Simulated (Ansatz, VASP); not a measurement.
## SnGeTe3 in VASP and in Ansatz

```xyz
5
Lattice="5.4412 0.0000 0.0000 0.0000 5.4412 0.0000 0.0000 0.0000 5.4412" Properties=species:S:1:pos:R:3 pbc="T T T"
Sn    0.0000    0.0000    0.0000
Ge    2.7206    2.7206    2.7206
Te    0.0000    2.7206    2.7206
Te    2.7206    0.0000    2.7206
Te    2.7206    2.7206    0.0000
```

Change from the starting cell: species swapped into the LuBRh3 type (Pm-3m, No. 221).

Alike in both runs: functional PBE; k mesh 8 × 8 × 8; occupations gaussian, width 0.1 eV; no spin polarisation.

Ansatz relaxed the structure, and its values are those at the end. VASP's run is a single point on that final structure, the one shown.

|  | VASP | Ansatz |
| --- | --- | --- |
| version | VASP 6.6.1 | Ansatz 0.2.0 |
| potentials or method | VASP PAW PBE potentials, release 64 (Sn_d, Ge_d, Te), cutoff 500 eV | scalar-relativistic, plane waves, PAW |
| valence electrons in the cell | 46 | 76 |

VASP gave:

| Quantity | Value |
| --- | --- |
| gap on the k mesh at the Fermi level (eV) | none |
| pressure (GPa) | -0.1 |

Question: Estimate Ansatz's values.

Answer: gap on the k mesh at the Fermi level (eV): none; pressure (GPa): 0.0.

A gap of «none» marks a metal or a gap that the smearing closes. The functional is the same, so the differences come from potentials, cutoffs and numerics. VASP's potentials hold 46 valence electrons a cell and Ansatz's 76, so a difference there can come from the potentials and not from the codes.

Neither program's run includes spin-orbit coupling.
